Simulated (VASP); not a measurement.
# TaMn2N3 (P6/mmm) in VASP: a series of runs

TaMn2N3 is run at these levels: PBE; tasks: single point.

Program: VASP 6.6.1. These are calculated values, not measurements. Logs are shortened: lines on timing, memory, paths and dates and some standing lists are left out, and cuts for length are marked.

## 1. The cell of the first run

Symmetry: P6/mmm, No. 191, hexagonal system. Conventional cell: a = 5.783 Å, b = 5.783 Å, c = 2.693 Å, α = 90.00°, β = 90.00°, γ = 120.00°. Within 3.6 Å of Ta (site symmetry 6/mmm) lie 2 Ta at 2.69 Å and 6 N at 2.89 Å and 6 Mn at 3.34 Å. Within 2.2 Å of Mn (site symmetry -6m2) lie 3 N at 1.67 Å. N (site symmetry mmm) has 2 Mn at 1.67 Å within 2.2 Å.

## 2. Single point, PBE

INCAR

```
SYSTEM = TaMn2N3
PREC = Accurate
ENCUT = 520
EDIFF = 1E-7
ISMEAR = 0
SIGMA = 0.1
LREAL = .FALSE.
LASPH = .TRUE.
NELM = 100
ALGO = Normal
ISIF = 2
LWAVE = .FALSE.
LCHARG = .FALSE.
GGA = PE
NBANDS = 35
```

KPOINTS

```
regular mesh
0
G
  6 6 14
  0 0 0
```

POSCAR

```
TaMn2N3
1.0
    5.7833582529      0.0000000000      0.0000000000
   -2.8916791265      5.0085351662      0.0000000000
    0.0000000000      0.0000000000      2.6931629255
Ta Mn N
1 2 3
Direct
    0.0000000000      0.0000000000      0.5000000000
    0.3333333333      0.6666666667      0.5000000000
    0.6666666667      0.3333333333      0.5000000000
    0.5000000000      0.0000000000      0.5000000000
    0.0000000000      0.5000000000      0.5000000000
    0.5000000000      0.5000000000      0.5000000000
```

Potentials or basis: VASP PAW PBE potentials, release 64 (Ta_pv, Mn_pv, N).

Started as:

```sh
cat potpaw_PBE.64/Ta_pv/POTCAR potpaw_PBE.64/Mn_pv/POTCAR potpaw_PBE.64/N/POTCAR > POTCAR
mpirun -np 1 vasp_std > vasp.out
```

OUTCAR:

```text
SYSTEM = TaMn2N3
   PREC = Accurate
   ENCUT = 520
   EDIFF = 1E-7
   ISMEAR = 0
   LREAL = .FALSE.
   LASPH = .TRUE.
   NELM = 100
   ISIF = 2
   GGA = PE

 ion  position               nearest neighbor table
   1  0.000  0.000  0.500-   2 3.34   3 3.34   3 3.34   2 3.34   3 3.34   2 3.34
   2  0.333  0.667  0.500-   5 1.67   4 1.67   6 1.67   1 3.34   1 3.34   1 3.34
   3  0.667  0.333  0.500-   5 1.67   4 1.67   6 1.67   1 3.34   1 3.34   1 3.34
   4  0.500  0.000  0.500-   2 1.67   3 1.67
   5  0.000  0.500  0.500-   2 1.67   3 1.67
   6  0.500  0.500  0.500-   2 1.67   3 1.67

  LATTYP: Found a hexagonal cell.
 ALAT       =     5.7833582529
 C/A-ratio  =     0.4656745800

  Lattice vectors:

 A1 = (   5.7833582529,   0.0000000000,   0.0000000000)
 A2 = (  -2.8916791265,   5.0085351662,   0.0000000000)
 A3 = (   0.0000000000,   0.0000000000,   2.6931629255)

Analysis of symmetry for initial positions (statically):
=====================================================================
 Subroutine PRICEL returns:
 Original cell was already a primitive cell.

 Routine SETGRP: Setting up the symmetry group for a
 hexagonal supercell.

 Subroutine GETGRP returns: Found 24 space group operations
 (whereof 24 operations were pure point group operations)
 out of a pool of 24 trial point group operations.

The static configuration has the point symmetry D_6h.

Analysis of symmetry for dynamics (positions and initial velocities):
=====================================================================
 Subroutine PRICEL returns:
 Original cell was already a primitive cell.

 Routine SETGRP: Setting up the symmetry group for a
 hexagonal supercell.

 Subroutine GETGRP returns: Found 24 space group operations
 (whereof 24 operations were pure point group operations)
 out of a pool of 24 trial point group operations.

The dynamic configuration has the point symmetry D_6h.

 Subroutine INISYM returns: Found 24 space group operations
 (whereof 24 operations are pure point group operations),
 and found     1 'primitive' translations

----------------------------------------------------------------------------------------

                                     Primitive cell

  volume of cell :      78.0106

  direct lattice vectors                    reciprocal lattice vectors
     5.783358253  0.000000000  0.000000000     0.172909918  0.099829588  0.000000000
    -2.891679127  5.008535166  0.000000000     0.000000000  0.199659175  0.000000000
     0.000000000  0.000000000  2.693162925     0.000000000  0.000000000  0.371310622

  length of vectors
     5.783358253  5.783358253  2.693162925     0.199659175  0.199659175  0.371310622

  position of ions in fractional coordinates (direct lattice)
     0.000000000  0.000000000  0.500000000
     0.333333333  0.666666667  0.500000000
     0.666666667  0.333333333  0.500000000
     0.500000000  0.000000000  0.500000000
     0.000000000  0.500000000  0.500000000
     0.500000000  0.500000000  0.500000000

  ion indices of the primitive-cell ions
   primitive index   ion index
                 1           1
                 2           2
                 3           3
                 4           4
                 5           5
                 6           6

----------------------------------------------------------------------------------------

 KPOINTS: regular mesh

Automatic generation of k-mesh.
 Grid dimensions read from file:
 generate k-points for:    6    6   14

 Generating k-lattice:

  Cartesian coordinates                     Fractional coordinates (reciprocal lattice)
     0.028818320  0.016638265  0.000000000     0.166666667  0.000000000  0.000000000
     0.000000000  0.033276529  0.000000000     0.000000000  0.166666667  0.000000000
     0.000000000  0.000000000  0.026522187     0.000000000  0.000000000  0.071428571

  Length of vectors
     0.033276529  0.033276529  0.026522187

  Shift w.r.t. Gamma in fractional coordinates (k-lattice)
     0.000000000  0.000000000  0.000000000

 Subroutine IBZKPT returns following result:
 ===========================================

 Found     56 irreducible k-points:

 Following reciprocal coordinates:
            Coordinates               Weight
  0.000000  0.000000  0.000000      1.000000
  0.166667  0.000000  0.000000      6.000000
  0.333333  0.000000  0.000000      6.000000
  0.500000  0.000000  0.000000      3.000000
  0.166667  0.166667  0.000000      6.000000
  0.333333  0.166667  0.000000     12.000000
[... 16 lines left out ...]
  0.166667  0.000000  0.214286     12.000000
  0.333333  0.000000  0.214286     12.000000
 [... further k-points ...]
   k-points           NKPTS =     56   k-points in BZ     NKDIM =     56   number of bands    NBANDS=     35
   number of dos      NEDOS =    301   number of ions     NIONS =      6
   total plane-waves  NPLWV =  46080
   dimension x,y,z NGX =    48 NGY =   48 NGZ =   20
   dimension x,y,z NGXF=    96 NGYF=   96 NGZF=   40
   ions per type =               1   2   3
   NGX,Y,Z   is equivalent  to a cutoff of  13.80, 13.80, 12.35 a.u.
   NGXF,Y,Z  is equivalent  to a cutoff of  27.60, 27.60, 24.69 a.u.
 SYSTEM =  TaMn2N3
   PREC   = accura    normal or accurate (medium, high low for compatibility)
   ISTART =      0    job   : 0-new  1-cont  2-samecut
   ICHARG =      2    charge: 1-file 2-atom 10-const
   ISPIN  =      1    spin polarized calculation?
   LNONCOLLINEAR =      F non collinear calculations
   LSORBIT =      F    spin-orbit coupling
   LASPH  =      T    aspherical Exc in radial PAW
   ENCUT  =  520.0 eV  38.22 Ry    6.18 a.u.  10.75 10.75  5.01*2*pi/ulx,y,z
   NELM   =    100;   NELMIN=  2; NELMDL= -5     # of ELM steps
   EDIFF  = 0.1E-06   stopping-criterion for ELM
   LREAL  =      F    real-space projection
   EDIFFG = 0.1E-05   stopping-criterion for IOM
   NSW    =      0    number of steps for IOM
   IBRION =     -1    ionic relax: 0-MD 1-quasi-New 2-CG
   NFREE  =      0    steps in history (QN), initial steepest desc. (CG)
   ISIF   =      2    stress and relaxation
   ISYM   =      2    0-nonsym 1-usesym 2-fastsym
   POTIM  = 0.5000    time-step for ionic-motion
   TEBEG  =    0.0;   TEEND  =   0.0 temperature during run
   PSTRESS=    0.0 pullay stress
   NELECT =      52.0000    total number of electrons
   NUPDOWN=      -1.0000    fix difference up-down
   EMIN   =  10.00;   EMAX   =-10.00  energy-range for DOS
   EFERMI =   0.00;   METHOD = LEGACY
   ISMEAR =     0;   SIGMA  =   0.10  broadening in eV -4-tet -1-fermi 0-gaus
   EFERMI_NEDOS =   21; number of points for ismear=-14 and -15
   IALGO  =     38    algorithm
   IMIX   =      4    mixing-type and parameters
     AMIX     =   0.40;   BMIX     =  1.00
     AMIX_MAG =   1.60;   BMIX_MAG =  1.00
  volume/ion in A,a.u.               =      13.00        87.74
  Fermi-wavevector in a.u.,A,eV,Ry     =   1.430073  2.702446 27.825384  2.045108
  Thomas-Fermi vector in A             =   2.549958
   LORBIT       =      0    0 simple, 1 ext, 2 COOP (PROOUT), +10 PAW based schemes
   GGA     = PE    functional components
   LHFCALC =     F    Hartree Fock is set to
   AEXX    =    0.0000 exact exchange contribution
   IVDW    =     0    specifies the selected vdW correction
   LEPSILON=     F    determine dielectric tensor
   LRPA    =     F    only Hartree local field effects (RPA)
 non-spin polarized calculation
 Gauss-broadening in eV      SIGMA  =   0.10
  energy-cutoff  :      520.00
  volume of cell :       78.01
 maximum number of plane-waves:      2146
 NGX is ok and might be reduce to    48
   NGX = 21   NGY = 21   NGZ = 11

 number of electron      52.0000039 magnetization

 Free energy of the ion-electron system (eV)
  ---------------------------------------------------
  ext. energy  EPLUGINS =         0.00000000
  ---------------------------------------------------
  free energy    TOTEN  =       -50.94716749 eV

  energy without entropy =      -50.92993032  energy(sigma->0) =      -50.93854891

 E-fermi :   5.4811     XC(G=0): -11.3816

 val. band max:        5.4604642764   @ k =   0.1667   0.0000   0.1429
 cond. band min:       5.4824189423   @ k =   0.1667   0.0000   0.2143
 fundamental gap:      0.0219546659
 Fermi energy:         5.4810673875

 k-point     1 :       0.0000    0.0000    0.0000
  band No.  band energies     occupation
      1     -43.5923      2.00000
      2     -43.5923      2.00000
      3     -43.5758      2.00000
      4     -43.5758      2.00000
      5     -42.4890      2.00000
      6     -42.4850      2.00000
[... 27 lines left out ...]
     34       8.9862      0.00000
     35       8.9862      0.00000

 k-point     2 :       0.1667    0.0000    0.0000
  band No.  band energies     occupation
      1     -43.5927      2.00000
      2     -43.5915      2.00000
      3     -43.5767      2.00000
      4     -43.5755      2.00000
      5     -42.4888      2.00000
      6     -42.4852      2.00000
[... 27 lines left out ...]
     34       8.9924      0.00000
     35       9.0136      0.00000

 k-point     3 :       0.3333    0.0000    0.0000
  band No.  band energies     occupation
      1     -43.5935      2.00000
      2     -43.5896      2.00000
      3     -43.5786      2.00000
      4     -43.5748      2.00000
      5     -42.4881      2.00000
      6     -42.4858      2.00000
[... 27 lines left out ...]
     34       8.9664      0.00000
     35       9.1360      0.00000
[... 723 lines left out ...]
 k-point    23 :       0.1667    0.0000    0.2143
  band No.  band energies     occupation
      1     -43.5859      2.00000
      2     -43.5848      2.00000
      3     -43.5704      2.00000
      4     -43.5693      2.00000
      5     -42.5544      2.00000
      6     -42.5503      2.00000
[... 27 lines left out ...]
     34       7.7558      0.00000
     35       7.8888      0.00000

 k-point    24 :       0.3333    0.0000    0.2143
  band No.  band energies     occupation
      1     -43.5867      2.00000
      2     -43.5829      2.00000
      3     -43.5723      2.00000
      4     -43.5685      2.00000
      5     -42.5537      2.00000
      6     -42.5510      2.00000
[... 27 lines left out ...]
     34       7.4361      0.00000
     35       7.8909      0.00000

 [... further k-points ...]
[... 5 lines left out ...]
  --------------------------------------------------------------------------------------
  -------------------------------------------------------------------------------------
  Total        0.2116522      0.2116522     -0.0516125     -0.0000000      0.0000000     -0.0000000
  in kB        4.3469028      4.3469028     -1.0600157     -0.0000000      0.0000000     -0.0000000
  external PRESSURE =       2.5445966 kB  Pullay stress =       0.0000000 kB

 VOLUME and BASIS-vectors are now :
 -----------------------------------------------------------------------------
  energy-cutoff  :      520.00
  volume of cell :       78.01
      direct lattice vectors                 reciprocal lattice vectors
     5.783358253  0.000000000  0.000000000     0.172909918  0.099829588  0.000000000
    -2.891679127  5.008535166  0.000000000     0.000000000  0.199659175  0.000000000
     0.000000000  0.000000000  2.693162925     0.000000000  0.000000000  0.371310622

 POSITION                                       TOTAL-FORCE (eV/Angst)
 -----------------------------------------------------------------------------------
      0.00000      0.00000      1.34658        -0.000000      0.000000      0.000000
     -0.00000      3.33902      1.34658         0.000000      0.000000      0.000000
      2.89168      1.66951      1.34658         0.000000     -0.000000     -0.000000
      2.89168      0.00000      1.34658        -0.000000      0.000000      0.000000
     -1.44584      2.50427      1.34658        -0.000000      0.000000      0.000000
      1.44584      2.50427      1.34658        -0.000000      0.000000      0.000000
 -----------------------------------------------------------------------------------
    total drift:                               -0.000000      0.000000     -0.000000

  FREE ENERGIE OF THE ION-ELECTRON SYSTEM (eV)
  ---------------------------------------------------
  free  energy   TOTEN  =       -50.9471674946 eV

  energy  without entropy=      -50.9299303205  energy(sigma->0) =      -50.93854891
```

It took 3.8 min on 1 thread of Oxide Virtual Turin-like, shared host; peak memory 0.26 GiB.

Results:

- Free energy: -50.9472 eV
- Pressure: 0.3 GPa
- Band gap on the k mesh: zero (band 26 reaches 6.52 eV, above the bottom of band 27 at 4.41 eV)

Levels at points of the mesh, in eV from the Fermi level:
```
           k point  band 22  band 23  band 24  band 25  band 26  band 27  band 28  band 29  band 30  band 31
(0.00, 0.00, 0.00)    -2.26    -2.22    -1.95    -1.95    -0.78    -0.36    -0.36    -0.28     1.12     1.12
(0.50, 0.00, 0.00)    -2.51    -2.38    -2.00    -0.34     0.15     0.42     1.20     1.57     1.66     1.68
(0.00, 0.00, 0.50)    -2.44    -1.66    -1.11    -1.11    -1.07    -1.07     1.18     1.61     1.77     1.77
(0.50, 0.00, 0.50)    -1.68    -1.61    -1.58    -0.51     0.02     0.62     0.98     1.73     1.94     2.00
```

Caveat: spin-orbit coupling is left out, which moves the levels of the heavy elements; the run has no spin polarisation, though such a crystal can be magnetic.

(Part 1 of 2 ends here.)
